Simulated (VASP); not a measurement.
A run of VASP 6.6.1 is set up as follows.

File INCAR:

```
PREC = Accurate ; ENCUT = 520
EDIFF = 1E-6 ; ISMEAR = -1
SIGMA = 0.05 ; LREAL = False
LASPH = True ; NELM = 100
ALGO = Normal ; ISIF = 2
LWAVE = False ; LCHARG = True
GGA = PS ; LELF = True
LVHAR = True ; NBANDS = 15
```

Contents of KPOINTS:

```
regular mesh
0
Gamma
  10 10 10
```

POSCAR

```
TaN
1.0
    0.0000000000      2.1814365931      2.1814365931
    2.1814365931      0.0000000000      2.1814365931
    2.1814365931      2.1814365931      0.0000000000
Ta N
1 1
Direct
    0.5000000000      0.5000000000      0.5000000000
    0.0000000000      0.0000000000      0.0000000000
```

Potentials or basis: VASP PAW PBE potentials, release 64 (Ta_pv, N).

Launch:

```console
$ cat potpaw_PBE.64/Ta_pv/POTCAR potpaw_PBE.64/N/POTCAR > POTCAR
$ mpirun -np 1 vasp_std > vasp.out
```

(1) Estimate the pressure.

(2) Estimate the band gap on the k mesh.

Answers

(1) 4.1 GPa.

(2) zero (band 8 reaches 11.62 eV, above the bottom of band 9 at 7.45 eV).

Caveat: the PAW data sets were made with another functional, which shifts forces and pressure a little; spin-orbit coupling is left out, which moves the levels of the heavy elements.
